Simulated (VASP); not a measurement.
A run of VASP 6.6.1 is set up as follows.

The input INCAR:

```
PREC = Accurate
ENCUT = 520
EDIFF = 1E-8
ISMEAR = 0
SIGMA = 0.01
LREAL = F
LASPH = T
NELM = 100
ALGO = Normal
ISIF = 2
LWAVE = F
LCHARG = F
GGA = PE
IBRION = 8
NSW = 1
LEPSILON = T
```

File KPOINTS:

```
regular mesh
0
Gamma
  6 6 4
```

The input POSCAR:

```
BaLi2S2
1.0
    4.2987515700      0.0000000000      0.0000000000
   -2.1493757850      3.7228280642      0.0000000000
    0.0000000000      0.0000000000      7.1329991240
Ba Li S
1 2 2
Direct
    0.0000000000      0.0000000000      0.0000000000
    0.6666666667      0.3333333333      0.6122678982
    0.3333333333      0.6666666667      0.3877321018
    0.6666666667      0.3333333333      0.2715866661
    0.3333333333      0.6666666667      0.7284133339
```

Potentials or basis: VASP PAW PBE potentials, release 64 (Ba_sv, Li_sv, S).

The run is started by

```sh
$ cat potpaw_PBE.64/Ba_sv/POTCAR potpaw_PBE.64/Li_sv/POTCAR potpaw_PBE.64/S/POTCAR > POTCAR
$ mpirun -np 1 vasp_std > vasp.out
```

Q: Predict the electronic dielectric tensor (diagonal).

A: 4.52, 4.52, 4.46.

Q: Predict the Born charges (mean of the diagonal).

A: Ba +2.47; Li +1.01; S -2.25 e.

Q: Estimate the highest phonon frequency at Γ, LO-TO splitting left out.

A: 384 cm⁻¹.

Electronic dielectric tensor:
```
4.52 0.00 0.00
0.00 4.52 0.00
0.00 0.00 4.46
```
